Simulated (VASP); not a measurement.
# SnO (Cmce) in VASP: single point with PBEsol

Aim: the single point of SnO with PBEsol.

All numbers are computed with VASP 6.6.1; they aren't measurements. Logs are shortened: lines on timing, memory, paths and dates and some standing lists are left out, and cuts for length are marked.

## (1) The cell of the first run

The structure is orthorhombic, space group Cmce (No. 64). The conventional cell has a = 5.381 Å, b = 5.381 Å, c = 9.495 Å, α = 90.00°, β = 90.00°, γ = 90.00°. Sn (site symmetry m) has 4 O at 2.22 Å within 2.9 Å. O (site symmetry 2) has 4 Sn at 2.22 Å and 4 O at 2.69 Å within 2.9 Å.

## (2) Single point, PBEsol

INCAR

```
PREC     = Accurate       # precision mode
ENCUT    = 600            # plane-wave cutoff, eV
EDIFF    = 1E-6           # SCF threshold, eV
ISMEAR   = 0              # smearing method
SIGMA    = 0.1            # smearing width, eV
LREAL    = F              # projectors in reciprocal space
LASPH    = T              # aspherical terms in the spheres
NELM     = 120            # most SCF steps
ALGO     = Normal         # electronic algorithm
ISIF     = 2              # what is computed and relaxed
LWAVE    = F              # write WAVECAR
LCHARG   = F              # write CHGCAR
GGA      = PS             # functional
NBANDS   = 50             # bands
GGA_COMPAT= F
```

KPOINTS

```
Automatic mesh
0
Gamma
  12 12 5
```

POSCAR

```
SnO
1.0
    2.6904553395     -2.6904757462      0.0000000000
    2.6904553395      2.6904757462      0.0000000000
    0.0000000000      0.0000000000      9.4948199920
Sn O
4 4
Direct
   -0.0008132255      0.0008132255     -0.0001357424
    0.0008132255     -0.0008132255      0.4998642576
    0.5008072017      0.4991927983      0.2571398362
    0.4991927983      0.5008072017      0.7571398362
    1.0007810031      0.4992217601      0.3784979531
   -0.0007810031      0.5007782399      0.8784979531
    0.5007782399     -0.0007810031      0.3784979531
    0.4992217601      1.0007810031      0.8784979531
```

Potentials or basis: VASP PAW PBE potentials, release 64 (Sn_d, O).

On the command line:

```sh
> cat potpaw_PBE.64/Sn_d/POTCAR potpaw_PBE.64/O/POTCAR > POTCAR
> mpirun -np 1 vasp_std > vasp.out
```

OUTCAR:

```text
PREC = Accurate
   ENCUT = 600
   EDIFF = 1E-6
   ISMEAR = 0
   LREAL = F
   LASPH = T
   NELM = 120
   ISIF = 2
   GGA = PS

 ion  position               nearest neighbor table
   1  0.999  0.001  1.000-   6 2.22   8 2.22   8 2.22   6 2.22   4 3.54   4 3.54   4 3.54   4 3.54
                             3 3.63   3 3.63   3 3.63   3 3.64
   2  0.001  0.999  0.500-   5 2.22   7 2.22   5 2.22   7 2.22   3 3.54   3 3.54   3 3.54   3 3.54
                             4 3.63   4 3.63   4 3.63   4 3.64
   3  0.501  0.499  0.257-   5 2.22   7 2.22   7 2.22   5 2.22   2 3.54   2 3.54   2 3.54   2 3.54
                             1 3.63   1 3.63   1 3.63   1 3.64
   4  0.499  0.501  0.757-   6 2.22   8 2.22   6 2.22   8 2.22   1 3.54   1 3.54   1 3.54   1 3.54
                             2 3.63   2 3.63   2 3.63   2 3.64
   5  0.001  0.499  0.378-   3 2.22   2 2.22   3 2.22   2 2.22
   6  0.999  0.501  0.878-   4 2.22   1 2.22   4 2.22   1 2.22
   7  0.501  0.999  0.378-   3 2.22   2 2.22   3 2.22   2 2.22
   8  0.499  0.001  0.878-   4 2.22   1 2.22   4 2.22   1 2.22

  LATTYP: Found a simple tetragonal cell.
 ALAT       =     3.8048928598
 C/A-ratio  =     2.4954237456

  Lattice vectors:

 A1 = (   2.6904553395,  -2.6904757462,   0.0000000000)
 A2 = (   2.6904553395,   2.6904757462,   0.0000000000)
 A3 = (   0.0000000000,   0.0000000000,   9.4948199920)

Analysis of symmetry for initial positions (statically):
=====================================================================
 Subroutine PRICEL returns:
 Original cell was already a primitive cell.

 Routine SETGRP: Setting up the symmetry group for a
 simple tetragonal supercell.

 Subroutine GETGRP returns: Found  4 space group operations
 (whereof  2 operations were pure point group operations)
 out of a pool of 16 trial point group operations.

The static configuration has the point symmetry C_1h.
 The point group associated with its full space group is C_2v.

Analysis of symmetry for dynamics (positions and initial velocities):
=====================================================================
 Subroutine PRICEL returns:
 Original cell was already a primitive cell.

 Routine SETGRP: Setting up the symmetry group for a
 simple tetragonal supercell.

 Subroutine GETGRP returns: Found  4 space group operations
 (whereof  2 operations were pure point group operations)
 out of a pool of 16 trial point group operations.

The dynamic configuration has the point symmetry C_1h.
 The point group associated with its full space group is C_2v.

 Subroutine INISYM returns: Found  4 space group operations
 (whereof  2 operations are pure point group operations),
 and found     1 'primitive' translations

----------------------------------------------------------------------------------------

                                     Primitive cell

  volume of cell :     137.4585

  direct lattice vectors                    reciprocal lattice vectors
     2.690455340 -2.690475746  0.000000000     0.185842148 -0.185840739  0.000000000
     2.690455340  2.690475746  0.000000000     0.185842148  0.185840739  0.000000000
     0.000000000  0.000000000  9.494819992     0.000000000  0.000000000  0.105320585

  length of vectors
     3.804892860  3.804892860  9.494819992     0.262819490  0.262819490  0.105320585

  position of ions in fractional coordinates (direct lattice)
     0.999186774  0.000813226  0.999864258
     0.000813226  0.999186774  0.499864258
     0.500807202  0.499192798  0.257139836
     0.499192798  0.500807202  0.757139836
     0.000781003  0.499221760  0.378497953
     0.999218997  0.500778240  0.878497953
     0.500778240  0.999218997  0.378497953
     0.499221760  0.000781003  0.878497953

  ion indices of the primitive-cell ions
   primitive index   ion index
                 1           1
                 2           2
                 3           3
                 4           4
                 5           5
                 6           6
                 7           7
                 8           8

----------------------------------------------------------------------------------------

 KPOINTS: Automatic mesh

Automatic generation of k-mesh.
 Grid dimensions read from file:
 generate k-points for:   12   12    5

 Generating k-lattice:

  Cartesian coordinates                     Fractional coordinates (reciprocal lattice)
     0.015486846 -0.015486728  0.000000000     0.083333333  0.000000000  0.000000000
     0.015486846  0.015486728  0.000000000     0.000000000  0.083333333  0.000000000
     0.000000000  0.000000000  0.021064117     0.000000000  0.000000000  0.200000000

  Length of vectors
     0.021901624  0.021901624  0.021064117

  Shift w.r.t. Gamma in fractional coordinates (k-lattice)
     0.000000000  0.000000000  0.000000000

 Subroutine IBZKPT returns following result:
 ===========================================

 Found    129 irreducible k-points:

 Following reciprocal coordinates:
            Coordinates               Weight
  0.000000  0.000000  0.000000      1.000000
  0.083333  0.000000  0.000000      4.000000
  0.166667  0.000000  0.000000      4.000000
  0.250000  0.000000  0.000000      4.000000
  0.333333  0.000000  0.000000      4.000000
  0.416667  0.000000  0.000000      4.000000
[... 16 lines left out ...]
  0.333333  0.166667  0.000000      4.000000
 -0.166667  0.333333  0.000000      4.000000
 [... further k-points ...]
   k-points           NKPTS =    129   k-points in BZ     NKDIM =    129   number of bands    NBANDS=     50
   number of dos      NEDOS =    301   number of ions     NIONS =      8
   total plane-waves  NPLWV =  72000
   dimension x,y,z NGX =    30 NGY =   30 NGZ =   80
   dimension x,y,z NGXF=    60 NGYF=   60 NGZF=  160
   ions per type =               4   4
   NGX,Y,Z   is equivalent  to a cutoff of  13.11, 13.11, 14.01 a.u.
   NGXF,Y,Z  is equivalent  to a cutoff of  26.22, 26.22, 28.01 a.u.
 SYSTEM =  unknown system
   PREC   = accura    normal or accurate (medium, high low for compatibility)
   ISTART =      0    job   : 0-new  1-cont  2-samecut
   ICHARG =      2    charge: 1-file 2-atom 10-const
   ISPIN  =      1    spin polarized calculation?
   LNONCOLLINEAR =      F non collinear calculations
   LSORBIT =      F    spin-orbit coupling
   LASPH  =      T    aspherical Exc in radial PAW
   ENCUT  =  600.0 eV  44.10 Ry    6.64 a.u.   7.60  7.60 18.96*2*pi/ulx,y,z
   NELM   =    120;   NELMIN=  2; NELMDL= -5     # of ELM steps
   EDIFF  = 0.1E-05   stopping-criterion for ELM
   LREAL  =      F    real-space projection
   EDIFFG = 0.1E-04   stopping-criterion for IOM
   NSW    =      0    number of steps for IOM
   IBRION =     -1    ionic relax: 0-MD 1-quasi-New 2-CG
   NFREE  =      0    steps in history (QN), initial steepest desc. (CG)
   ISIF   =      2    stress and relaxation
   ISYM   =      2    0-nonsym 1-usesym 2-fastsym
   POTIM  = 0.5000    time-step for ionic-motion
   TEBEG  =    0.0;   TEEND  =   0.0 temperature during run
   PSTRESS=    0.0 pullay stress
   NELECT =      80.0000    total number of electrons
   NUPDOWN=      -1.0000    fix difference up-down
   EMIN   =  10.00;   EMAX   =-10.00  energy-range for DOS
   EFERMI =   0.00;   METHOD = LEGACY
   ISMEAR =     0;   SIGMA  =   0.10  broadening in eV -4-tet -1-fermi 0-gaus
   EFERMI_NEDOS =   21; number of points for ismear=-14 and -15
   IALGO  =     38    algorithm
   IMIX   =      4    mixing-type and parameters
     AMIX     =   0.40;   BMIX     =  1.00
     AMIX_MAG =   1.60;   BMIX_MAG =  1.00
  volume/ion in A,a.u.               =      17.18       115.95
  Fermi-wavevector in a.u.,A,eV,Ry     =   1.366829  2.582933 25.418710  1.868222
  Thomas-Fermi vector in A             =   2.492935
   LORBIT       =      0    0 simple, 1 ext, 2 COOP (PROOUT), +10 PAW based schemes
   GGA     = PS    functional components
   LHFCALC =     F    Hartree Fock is set to
   AEXX    =    0.0000 exact exchange contribution
   IVDW    =     0    specifies the selected vdW correction
   LEPSILON=     F    determine dielectric tensor
   LRPA    =     F    only Hartree local field effects (RPA)
 non-spin polarized calculation
 Gauss-broadening in eV      SIGMA  =   0.10
  energy-cutoff  :      600.00
  volume of cell :      137.46
 maximum number of plane-waves:      4621
   NGX = 15   NGY = 15   NGZ = 37

 number of electron      80.0000060 magnetization

 Free energy of the ion-electron system (eV)
  ---------------------------------------------------
  ext. energy  EPLUGINS =         0.00000000
  ---------------------------------------------------
  free energy    TOTEN  =       -48.43819773 eV

  energy without entropy =      -48.43666710  energy(sigma->0) =      -48.43743242

 E-fermi :   7.2810     XC(G=0): -10.6007

 val. band max:        7.2370407558   @ k =   0.0833   0.0833   0.0000
 cond. band min:       7.2940131719   @ k =   0.5000   0.5000   0.2000
 fundamental gap:      0.0569724161
 Fermi energy:         7.2810067957

 k-point     1 :       0.0000    0.0000    0.0000
  band No.  band energies     occupation
      1     -14.7013      2.00000
      2     -14.6792      2.00000
      3     -14.2693      2.00000
      4     -14.2578      2.00000
      5     -14.2578      2.00000
      6     -14.2470      2.00000
[... 42 lines left out ...]
     49      13.0138      0.00000
     50      13.0141      0.00000

 k-point     2 :       0.0833    0.0000    0.0000
  band No.  band energies     occupation
      1     -14.6974      2.00000
      2     -14.6770      2.00000
      3     -14.2683      2.00000
      4     -14.2564      2.00000
      5     -14.2558      2.00000
      6     -14.2457      2.00000
[... 42 lines left out ...]
     49      12.8304      0.00000
     50      13.0520      0.00000

 k-point     3 :       0.1667    0.0000    0.0000
  band No.  band energies     occupation
      1     -14.6861      2.00000
      2     -14.6706      2.00000
      3     -14.3056      2.00000
      4     -14.2682      2.00000
      5     -14.2520      2.00000
      6     -14.2498      2.00000
[... 1102 lines left out ...]
     49      13.4283      0.00000
     50      13.4330      0.00000

 k-point    24 :      -0.1667    0.3333    0.0000
  band No.  band energies     occupation
      1     -14.6456      2.00000
      2     -14.6410      2.00000
      3     -14.4927      2.00000
      4     -14.4768      2.00000
      5     -14.2462      2.00000
      6     -14.2443      2.00000
[... 42 lines left out ...]
     49      13.4277      0.00000
     50      13.4341      0.00000

 [... further k-points ...]
[... 5 lines left out ...]
  --------------------------------------------------------------------------------------
  -------------------------------------------------------------------------------------
  Total        0.1873518      0.1864792      0.1954133      0.0000000      0.0000000      0.0000000
  in kB        2.1837194      2.1735487      2.2776820      0.0000000      0.0000000      0.0000000
  external PRESSURE =       2.2116500 kB  Pullay stress =       0.0000000 kB

 VOLUME and BASIS-vectors are now :
 -----------------------------------------------------------------------------
  energy-cutoff  :      600.00
  volume of cell :      137.46
      direct lattice vectors                 reciprocal lattice vectors
     2.690455340 -2.690475746  0.000000000     0.185842148 -0.185840739  0.000000000
     2.690455340  2.690475746  0.000000000     0.185842148  0.185840739  0.000000000
     0.000000000  0.000000000  9.494819992     0.000000000  0.000000000  0.105320585

 POSITION                                       TOTAL-FORCE (eV/Angst)
 -----------------------------------------------------------------------------------
      2.69046     -2.68610      9.49353         0.000000     -0.003820      0.081133
      2.69046      2.68610      4.74612         0.000000      0.003820      0.081133
      2.69046     -0.00434      2.44150         0.000000      0.003598     -0.081861
      2.69046      0.00434      7.18891         0.000000     -0.003598     -0.081861
      1.34524      1.34104      3.59377        -0.000115      0.001823      0.000364
      4.03568     -1.34104      8.34118         0.000115     -0.001823      0.000364
      4.03568      1.34104      3.59377         0.000115      0.001823      0.000364
      1.34524     -1.34104      8.34118        -0.000115     -0.001823      0.000364
 -----------------------------------------------------------------------------------
    total drift:                                0.000000     -0.000000     -0.000675

  FREE ENERGIE OF THE ION-ELECTRON SYSTEM (eV)
  ---------------------------------------------------
  free  energy   TOTEN  =       -48.4381977342 eV

  energy  without entropy=      -48.4366670984  energy(sigma->0) =      -48.43743242
```

Wall time 11 min (1 thread of AMD EPYC 9R45 (Zen 5), shared host); peak memory 0.77 GiB.

What came out:

- Free energy: -48.4382 eV
- Pressure: 0.2 GPa
- Largest force: 0.082 eV/Å
- Band gap on the k mesh: zero (bands 40 and 41 overlap by 0.11 eV)

Forces in eV/Å, atoms in the order of the input:
```
Sn   0.000 -0.004  0.081
Sn   0.000  0.004  0.081
Sn   0.000  0.004 -0.082
Sn   0.000 -0.004 -0.082
O    0.000  0.002  0.000
O    0.000 -0.002  0.000
O    0.000  0.002  0.000
O    0.000 -0.002  0.000
```

Levels at points of the mesh, in eV from the Fermi level:
```tsv
k point	band 37	band 38	band 39	band 40	band 41	band 42	band 43	band 44
(0.00, 0.00, 0.00)	-3.25	-3.05	-2.26	-0.06	1.53	2.07	2.72	2.72
(0.50, 0.00, 0.00)	-2.83	-2.83	-1.79	-1.79	2.59	2.59	3.20	3.20
(0.50, 0.50, 0.00)	-2.58	-2.57	-1.94	-1.94	-0.15	-0.15	2.22	2.23
```

Caveat: semilocal functionals underestimate gaps, and a narrow one can read as zero; the PAW data sets were made with another functional, which shifts forces and pressure a little; spin-orbit coupling is left out, which moves the levels of the heavy elements.

The gap in the log of VASP goes by the Fermi energy; the results here count the filled bands.